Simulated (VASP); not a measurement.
Write the native input for VASP 6.6.1 that does the following.

```yaml
Task: single point
Functional: PBE
Potentials_or_basis: VASP PAW PBE potentials, release 64 (N, Ti_sv)
Cutoff: 520 eV
k_mesh: 9 × 9 × 1
Occupations: gaussian, width 0.1 eV
Spin: collinear spin
Starting_moments: "[0.0, 0.0, 0.0, 0.0, 3.0, 0.0, 0.0, 0.0] μB"
Dipole_correction: yes
Further_INCAR_settings: ALGO = Normal; EDIFF = 1e-07; NBANDS = 44
```

The structure of Ti3N5 lies in POSCAR:

```
Ti3N5
1.0
    3.0028555063      0.0000000000      0.0000000000
   -1.5014277532      2.6005491524      0.0000000000
    0.0000000000      0.0000000000     24.1233847547
N Ti
5 3
Direct
    0.3333333333      0.6666666667      0.1658142106
    0.0000000000      0.0000000000      0.2674509120
    0.6666666667      0.3333333333      0.3654788005
    0.3333333333      0.6666666667      0.4611038156
    1.0000000000      0.0000000000      0.5684685169
    0.6666666667      0.3333333333      0.2166325614
    0.3333333333      0.6666666667      0.3190139885
    0.0000000000      0.0000000000      0.4290633808
```

The input as run:

INCAR

```
  PREC = Accurate
  ENCUT = 520
  EDIFF = 1E-7
  ISMEAR = 0
  SIGMA = 0.1
  LREAL = False
  LASPH = True
  NELM = 150
  ALGO = Normal
  ISIF = 2
  LWAVE = False
  LCHARG = False
  ISPIN = 2
  MAGMOM = 0 0 0 0 3 0 0 0
  LORBIT = 11
  LMAXMIX = 4
  LDIPOL = True
  IDIPOL = 3
  DIPOL = 0.5 0.5 0.349
  GGA = PE
  NBANDS = 44
```

KPOINTS

```
regular mesh
0
Gamma
  9 9 1
```

Potentials or basis: VASP PAW PBE potentials, release 64 (N, Ti_sv).

Run with:

```bash
$ cat potpaw_PBE.64/N/POTCAR potpaw_PBE.64/Ti_sv/POTCAR > POTCAR
$ mpirun -np 1 vasp_std > vasp.out
```

It gave:

| Property | Result |
| --- | --- |
| Largest force | 5.727 eV/Å |
| Band gap on the k mesh | zero (filled and empty bands overlap) |
| Net moment | 2.98 μB per cell |
| Site moments | N -0.01, -0.00, +0.00, +0.02, +1.95; Ti +0.00, -0.00, +0.02 μB |
| Valence electrons inside the program's atomic spheres | N 3.51, 3.75, 3.73, 3.29 (each value once); Ti 10.31, 10.35, 10.47 |

Run time: 6.8 min on 1 thread of Intel(R) Xeon(R) Platinum 8488C (Sapphire Rapids) (shared host), peak memory 0.47 GiB.
